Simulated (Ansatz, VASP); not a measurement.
## One calculation of Ga2PtCl4, two programs

```
Ga Pt Cl
1.0
     6.98006    0.00000    0.00000
     0.00000    6.98006    0.00000
     0.00000    0.00000    4.01607
Ga Pt Cl
2 1 4
Direct
  0.50000 0.00000 0.50000
  0.00000 0.50000 0.50000
  0.00000 0.00000 0.00000
  0.23468 0.23468 0.00000
  0.76532 0.23468 0.00000
  0.76532 0.76532 0.00000
  0.23468 0.76532 0.00000
```

Alike in both runs: functional PBE; k mesh 4 × 4 × 8; no spin polarisation.

Ansatz relaxed the structure, and its values are those at the end. VASP's run is a single point on that final structure, the one shown.

|  | VASP | Ansatz |
| --- | --- | --- |
| version | VASP 6.6.1 | Ansatz 0.2.0 |
| potentials or method | VASP PAW PBE potentials, release 64 (Ga_d, Pt, Cl), cutoff 520 eV | scalar-relativistic, plane waves, PAW |
| occupations | gaussian, width 0.01 eV | fixed |
| valence electrons in the cell | 64 | 72 |

```tsv
	VASP	Ansatz	Ansatz less VASP
gap on the k mesh at the Fermi level (eV)	1.11	1.11	+0.003
least direct gap on the mesh (eV)	1.69	1.73	+0.037
pressure (GPa)	-0.1	0.0	+0.11
rms of the force components (eV/Å)	0.011	0.000	-0.0109
```

VASP's potentials hold 64 valence electrons a cell and Ansatz's 72, so a difference there can come from the potentials and not from the codes.

Neither program's run includes spin-orbit coupling.
